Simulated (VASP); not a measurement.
# Pb (Pm-3m) in VASP: notebook

Pb is run at these levels: LDA; tasks: relaxation of cell and atoms.

Everything below comes from runs of VASP 6.6.1. Logs are shortened: lines on timing, memory, paths and dates and some standing lists are left out, and cuts for length are marked.

### Step 1. The cell of the first run

It takes space group Pm-3m (No. 221, cubic). Conventional cell: a = 3.146 Å, b = 3.146 Å, c = 3.146 Å, α = 90.00°, β = 90.00°, γ = 90.00°. Within 4.1 Å of Pb (site symmetry m-3m) lie 6 Pb at 3.15 Å.

### Step 2. Relaxation of cell and atoms, LDA

INCAR reads:

```
SYSTEM = Pb
  PREC = Accurate
  ENCUT = 600
  EDIFF = 1E-7
  ISMEAR = -1
  SIGMA = 0.05
  LREAL = .FALSE.
  LASPH = .TRUE.
  NELM = 60
  ALGO = Normal
  ISIF = 3
  LWAVE = .FALSE.
  LCHARG = .FALSE.
  IBRION = 2
  NSW = 45
  EDIFFG = -0.005
```

KPOINTS reads:

```
regular mesh
0
G
  13 13 13
  0 0 0
```

POSCAR reads:

```
Pb
1.0
    3.1456108332      0.0000000000      0.0000000000
    0.0000000000      3.1456108332      0.0000000000
    0.0000000000      0.0000000000      3.1456108332
Pb
1
Direct
    0.0000000000      0.0000000000      0.0000000000
```

Potentials or basis: VASP PAW LDA potentials, release 64 (Pb_d).

Run with:

```
$ cat potpaw_LDA.64/Pb_d/POTCAR > POTCAR
$ mpirun -np 1 vasp_std > vasp.out
```

OUTCAR:

```text
SYSTEM = Pb
   PREC = Accurate
   ENCUT = 600
   EDIFF = 1E-7
   ISMEAR = -1
   LREAL = .FALSE.
   LASPH = .TRUE.
   NELM = 60
   ISIF = 3
   IBRION = 2
   NSW = 45
   EDIFFG = -0.005

 ion  position               nearest neighbor table
   1  0.000  0.000  0.000-

  LATTYP: Found a simple cubic cell.
 ALAT       =     3.1456108332

  Lattice vectors:

 A1 = (   3.1456108332,   0.0000000000,   0.0000000000)
 A2 = (   0.0000000000,   3.1456108332,   0.0000000000)
 A3 = (   0.0000000000,   0.0000000000,   3.1456108332)

Analysis of symmetry for initial positions (statically):
=====================================================================
 Subroutine PRICEL returns:
 Original cell was already a primitive cell.

 Routine SETGRP: Setting up the symmetry group for a
 simple cubic supercell.

 Subroutine GETGRP returns: Found 48 space group operations
 (whereof 48 operations were pure point group operations)
 out of a pool of 48 trial point group operations.

The static configuration has the point symmetry O_h .

Analysis of symmetry for dynamics (positions and initial velocities):
=====================================================================
 Subroutine PRICEL returns:
 Original cell was already a primitive cell.

 Routine SETGRP: Setting up the symmetry group for a
 simple cubic supercell.

 Subroutine GETGRP returns: Found 48 space group operations
 (whereof 48 operations were pure point group operations)
 out of a pool of 48 trial point group operations.

The dynamic configuration has the point symmetry O_h .

 Subroutine INISYM returns: Found 48 space group operations
 (whereof 48 operations are pure point group operations),
 and found     1 'primitive' translations

----------------------------------------------------------------------------------------

                                     Primitive cell

  volume of cell :      31.1254

  direct lattice vectors                    reciprocal lattice vectors
     3.145610833  0.000000000  0.000000000     0.317903280  0.000000000  0.000000000
     0.000000000  3.145610833  0.000000000     0.000000000  0.317903280  0.000000000
     0.000000000  0.000000000  3.145610833     0.000000000  0.000000000  0.317903280

  length of vectors
     3.145610833  3.145610833  3.145610833     0.317903280  0.317903280  0.317903280

  position of ions in fractional coordinates (direct lattice)
     0.000000000  0.000000000  0.000000000

  ion indices of the primitive-cell ions
   primitive index   ion index
[... 94 lines left out ...]
  volume/ion in A,a.u.               =      31.13       210.04
  Fermi-wavevector in a.u.,A,eV,Ry     =   1.254332  2.370344 21.406711  1.573349
  Thomas-Fermi vector in A             =   2.388142
   LORBIT       =      0    0 simple, 1 ext, 2 COOP (PROOUT), +10 PAW based schemes
   GGA     = CA    functional components
   LHFCALC =     F    Hartree Fock is set to
   AEXX    =    0.0000 exact exchange contribution
   IVDW    =     0    specifies the selected vdW correction
   LEPSILON=     F    determine dielectric tensor
   LRPA    =     F    only Hartree local field effects (RPA)
 conjugate gradient relaxation of ions
 non-spin polarized calculation
  energy-cutoff  :      600.00
  volume of cell :       31.13
 maximum number of plane-waves:      1052
 NGX is ok and might be reduce to    28
   NGX = 13   NGY = 13   NGZ = 13

--------------------------------------- Ionic step        1  -------------------------------------------

 number of electron      14.0000000 magnetization

 Free energy of the ion-electron system (eV)
  ---------------------------------------------------
  ext. energy  EPLUGINS =         0.00000000
  ---------------------------------------------------
  free energy    TOTEN  =        -4.08696694 eV

  energy without entropy =       -4.08243559  energy(sigma->0) =       -4.08470126

------------------------ aborting loop because EDIFF is reached ----------------------------------------

  FORCE on cell =-STRESS in cart. coord.  units (eV):
  Direction    XX          YY          ZZ          XY          YZ          ZX
  --------------------------------------------------------------------------------------
  -------------------------------------------------------------------------------------
  Total        0.0245279      0.0245279      0.0245279     -0.0000000      0.0000000     -0.0000000
  in kB        1.2625740      1.2625740      1.2625740     -0.0000000      0.0000000     -0.0000000
  external PRESSURE =       1.2625740 kB  Pullay stress =       0.0000000 kB
[... 57 lines left out ...]
--------------------------------------- Ionic step        3  -------------------------------------------

 number of electron      14.0000000 magnetization

 Free energy of the ion-electron system (eV)
  ---------------------------------------------------
  ext. energy  EPLUGINS =         0.00000000
  ---------------------------------------------------
  free energy    TOTEN  =        -4.08699534 eV

  energy without entropy =       -4.08244607  energy(sigma->0) =       -4.08472071

 E-fermi :   6.4698     XC(G=0): -10.2132

 val. band max:        6.4361741060   @ k =   0.4615   0.4615   0.3846
 cond. band min:       6.5746088451   @ k =   0.2308   0.0000   0.0000
 fundamental gap:      0.1384347391
 Fermi energy:         6.4697531493

 k-point     1 :       0.0000    0.0000    0.0000
  band No.  band energies     occupation
      1     -10.8284      2.00000
      2     -10.8284      2.00000
      3     -10.1033      2.00000
      4     -10.1033      2.00000
      5     -10.1033      2.00000
      6      -5.2523      2.00000
      7      11.6344      0.00000
      8      11.6344      0.00000
      9      11.6344      0.00000
     10      14.9091      0.00000
     11      16.2419      0.00000
[... 309 lines left out ...]
 k-point    24 :       0.3846    0.3077    0.0000
  band No.  band energies     occupation
      1     -10.6107      2.00000
      2     -10.4627      2.00000
      3     -10.2595      2.00000
      4     -10.2179      2.00000
      5     -10.1173      2.00000
      6      -1.8094      2.00000
      7       4.5921      2.00000
      8       6.7324      0.01040
      9      12.7442      0.00000
     10      15.3530      0.00000
     11      18.0741      0.00000

 [... further k-points ...]

------------------------ aborting loop because EDIFF is reached ----------------------------------------

  FORCE on cell =-STRESS in cart. coord.  units (eV):
  Direction    XX          YY          ZZ          XY          YZ          ZX
  --------------------------------------------------------------------------------------
  -------------------------------------------------------------------------------------
  Total        0.0016193      0.0016193      0.0016193      0.0000000      0.0000000     -0.0000000
  in kB        0.0831541      0.0831541      0.0831541      0.0000000      0.0000000     -0.0000000
  external PRESSURE =       0.0831541 kB  Pullay stress =       0.0000000 kB
[... 16 lines left out ...]
  FREE ENERGIE OF THE ION-ELECTRON SYSTEM (eV)
  ---------------------------------------------------
  free  energy   TOTEN  =        -4.0869953398 eV

  energy  without entropy=       -4.0824460721  energy(sigma->0) =       -4.08472071

 reached required accuracy - stopping structural energy minimisation
```

Run time: 20 s. Hardware: 1 thread of Intel Xeon 6975P-C (Granite Rapids), shared host; peak memory 0.17 GiB.

Results:

```yaml
Free_energy: -4.0870 eV
Relaxed_volume: 31.20 Å³/atom
Relaxed_cell: a = 3.148 Å, b = 3.148 Å, c = 3.148 Å, α = 90.00°, β = 90.00°, γ = 90.00°
Space_group_after_relaxing_to_0.05_Å: Pm-3m (No. 221)
Energy_gained_by_relaxing: 0.0 meV/atom
Ionic_steps: 3
Pressure_after_relaxing: 0.0 GPa
Band_gap_on_the_k_mesh: zero (band 7 reaches 11.63 eV, above the bottom of band 8 at 4.58 eV)
```

Final structure:
```
Pb
1.0
     3.14814    0.00000    0.00000
     0.00000    3.14814    0.00000
     0.00000    0.00000    3.14814
Pb
1
Direct
  0.00000 0.00000 0.00000
```

Caveat: spin-orbit coupling is left out, which moves the levels of the heavy elements.

### Step 3. Relaxation of cell and atoms, LDA

This run uses another cell than the first one, of 31.28 Å³/atom, 1.005 times its volume.

INCAR reads:

```
SYSTEM = Pb
PREC     = Accurate       ! precision mode
ENCUT    = 600            ! plane-wave cutoff, eV
EDIFF    = 1E-6           ! SCF threshold, eV
ISMEAR   = -1             ! smearing method
SIGMA    = 0.05           ! smearing width, eV
LREAL    = .False.        ! projectors in reciprocal space
LASPH    = .True.         ! aspherical terms in the spheres
NELM     = 80             ! most SCF steps
ALGO     = Normal         ! electronic algorithm
ISIF     = 3              ! what is computed and relaxed
LWAVE    = .False.        ! write WAVECAR
LCHARG   = .False.        ! write CHGCAR
IBRION   = 2              ! ionic algorithm
NSW      = 60             ! ionic steps
EDIFFG   = -0.005         ! ionic threshold
```

KPOINTS reads:

```
Automatic mesh
0
Gamma
  13 13 13
  0 0 0
```

POSCAR reads:

```
Pb
1.0
    3.1509203660      0.0000000000      0.0000000000
    0.0000000000      3.1509203660      0.0000000000
    0.0000000000      0.0000000000      3.1509203660
Pb
1
Direct
    0.0000000000      0.0000000000      0.0000000000
```

Potentials or basis: VASP PAW LDA potentials, release 64 (Pb_d).

Run with:

```
$ cat potpaw_LDA.64/Pb_d/POTCAR > POTCAR
$ mpirun -np 1 vasp_std > vasp.out
```

Wall time 47 s (1 thread of Intel Xeon 6975P-C (Granite Rapids), shared host); peak memory 0.17 GiB.

The run converged. Its results:

* Free energy: -4.0870 eV
* Relaxed volume: 31.20 Å³/atom
* Relaxed cell: a = 3.148 Å, b = 3.148 Å, c = 3.148 Å, α = 90.00°, β = 90.00°, γ = 90.00°
* Space group after relaxing (to 0.05 Å): Pm-3m (No. 221)
* Energy gained by relaxing: 0.0 meV/atom
* Ionic steps: 6
* Pressure after relaxing: 0.0 GPa
* Band gap on the k mesh: zero (band 7 reaches 11.64 eV, above the bottom of band 8 at 4.58 eV)

Final structure:
```
Pb
1.0
     3.14806    0.00000    0.00000
     0.00000    3.14806    0.00000
     0.00000    0.00000    3.14806
Pb
1
Direct
  0.00000 0.00000 0.00000
```

Levels at points of the mesh, in eV from the Fermi level:
| k point | band 4 | band 5 | band 6 | band 7 | band 8 | band 9 | band 10 | band 11 |
| --- | --- | --- | --- | --- | --- | --- | --- | --- |
| (0.00, 0.00, 0.00) | -16.57 | -16.57 | -11.72 | 5.16 | 5.16 | 5.16 | 8.44 | 9.77 |

Caveat: spin-orbit coupling is left out, which moves the levels of the heavy elements.
